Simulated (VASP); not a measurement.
C:

```
C
1.0
     1.22805   -2.12706    0.00000
     1.22805    2.12706    0.00000
     0.00000    0.00000    7.17327
C
4
Cartesian
  1.2280 1.7724 5.4025
  1.2280 -0.3547 1.7708
  1.2280 -1.7724 1.7708
  1.2280 0.3547 5.4025
```

```yaml
Program: VASP 6.6.1
Task: relaxation of cell and atoms
Functional: LDA
Potentials_or_basis: VASP PAW LDA potentials, release 64 (C)
Cutoff: 600 eV
k_mesh: 1 × 1 × 1
Occupations: gaussian, width 0.1 eV
Spin: no spin polarisation
```

At the start: pressure 20.8 GPa; volume 9.37 Å³/atom.

Question: How do energy, volume and symmetry change on relaxing?

Answer: Over 23 steps the energy falls by 64.1 meV/atom and the volume is 11.67 Å³/atom (+24.6 %); space group Cmme (No. 67, to 0.05 Å).

The path:
| step | energy change (eV) | largest force (eV/Å) | pressure (GPa) | volume (Å³) |
| --- | --- | --- | --- | --- |
| 1 | 0.0000 | 0.0440 | 20.84 | 37.48 |
| 2 | 0.6346 | 0.2813 | -32.19 | 44.44 |
| 3 | -0.1431 | 0.1065 | 0.67 | 39.48 |
| 4 | -0.1436 | 0.1007 | 1.69 | 39.37 |
| 5 | -0.1664 | 0.7491 | 1.23 | 40.12 |
| 6 | -0.1697 | 1.4885 | 0.93 | 40.76 |
| 7 | -0.1724 | 1.4666 | 0.89 | 40.83 |
| 8 | -0.1801 | 1.4009 | 0.81 | 41.05 |
| 9 | -0.1940 | 1.2696 | 0.67 | 41.49 |
| 10 | -0.2165 | 1.0077 | 0.40 | 42.38 |
| 11 | -0.2445 | 0.4866 | 0.02 | 44.14 |
| 12 | -0.2527 | 0.5427 | -0.43 | 47.68 |
| 13 | -0.2559 | 0.2050 | -0.29 | 46.51 |
| 14 | -0.2559 | 0.1716 | -0.29 | 46.40 |
| 15 | -0.2564 | 0.0300 | -0.16 | 46.55 |
| 16 | -0.2564 | 0.0395 | -0.12 | 46.62 |
| 17 | -0.2565 | 0.0303 | -0.06 | 46.65 |
| 18 | -0.2565 | 0.0287 | -0.02 | 46.66 |
| 19 | -0.2565 | 0.0256 | 0.01 | 46.67 |
| 20 | -0.2565 | 0.0192 | 0.06 | 46.69 |
| 21 | -0.2565 | 0.0209 | 0.07 | 46.69 |
| 22 | -0.2565 | 0.0197 | 0.07 | 46.69 |
| 23 | -0.2565 | 0.0087 | 0.02 | 46.69 |

Final structure:
```yaml
crystal:
  lattice:
    - [1.25587, -2.17364, 0.00000]
    - [1.25587, 2.17364, 0.00000]
    - [0.00000, 0.00000, 8.55243]
  atoms:
    - { symbol: C, position: [0.08330, 0.91670, 0.75205] }
    - { symbol: C, position: [0.58330, 0.41670, 0.24795] }
    - { symbol: C, position: [0.91670, 0.08330, 0.24795] }
    - { symbol: C, position: [0.41670, 0.58330, 0.75205] }
```

Caveat: the k points lie up to 2.89 Å⁻¹ apart in the final cell; the volume moved by over 15 % at a fixed basis, so the end points are rough.
